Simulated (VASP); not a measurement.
In3AgI4:

```
CELL_PARAMETERS angstrom
8.30168 0.00000 0.00000
0.00000 8.30168 0.00000
0.00000 0.00000 8.30168
ATOMIC_POSITIONS crystal
In 0.50000 0.00000 0.00000
In 0.00000 0.50000 0.00000
In 0.00000 0.00000 0.50000
Ag 0.50000 0.50000 0.50000
I 0.00000 0.50000 0.50000
I 0.50000 0.00000 0.50000
I 0.50000 0.50000 0.00000
I 0.00000 0.00000 0.00000
```

The cell was generated, and may not be a known phase.

```yaml
Program: VASP 6.6.1
Task: relaxation of cell and atoms
Functional: PBE
Potentials_or_basis: VASP PAW PBE potentials, release 64 (In_d, Ag, I)
Cutoff: 600 eV
k_mesh: 2 × 2 × 2
Occupations: gaussian, width 0.1 eV
Spin: no spin polarisation
```

At the start: pressure -2.1 GPa; volume 71.52 Å³/atom.

Question: Where does the relaxation end?

Answer: Over 5 steps the energy falls by 318.0 meV/atom and the volume is 42.69 Å³/atom (-40.3 %); space group Pm-3m (No. 221, to 0.1 Å) before and after.

Step by step:
```csv
step,energy change (eV),largest force (eV/Å),pressure (GPa),volume (Å³)
1,0.0000,0.0000,-2.14,572.13
2,-1.0270,0.0000,-2.19,496.76
3,-2.4365,0.0000,1.39,310.89
4,-2.5062,0.0000,-0.62,357.95
5,-2.5439,0.0000,-0.10,341.50
```

Final structure:
```yaml
crystal:
  lattice:
    - [6.98981, 0.00000, 0.00000]
    - [0.00000, 6.98981, 0.00000]
    - [0.00000, 0.00000, 6.98981]
  atoms:
    - { symbol: In, position: [0.50000, 0.00000, 0.00000] }
    - { symbol: In, position: [0.00000, 0.50000, 0.00000] }
    - { symbol: In, position: [0.00000, 0.00000, 0.50000] }
    - { symbol: Ag, position: [0.50000, 0.50000, 0.50000] }
    - { symbol: I, position: [0.00000, 0.50000, 0.50000] }
    - { symbol: I, position: [0.50000, 0.00000, 0.50000] }
    - { symbol: I, position: [0.50000, 0.50000, 0.00000] }
    - { symbol: I, position: [0.00000, 0.00000, 0.00000] }
```

Caveat: the volume moved by over 15 % at a fixed basis, so the end points are rough.
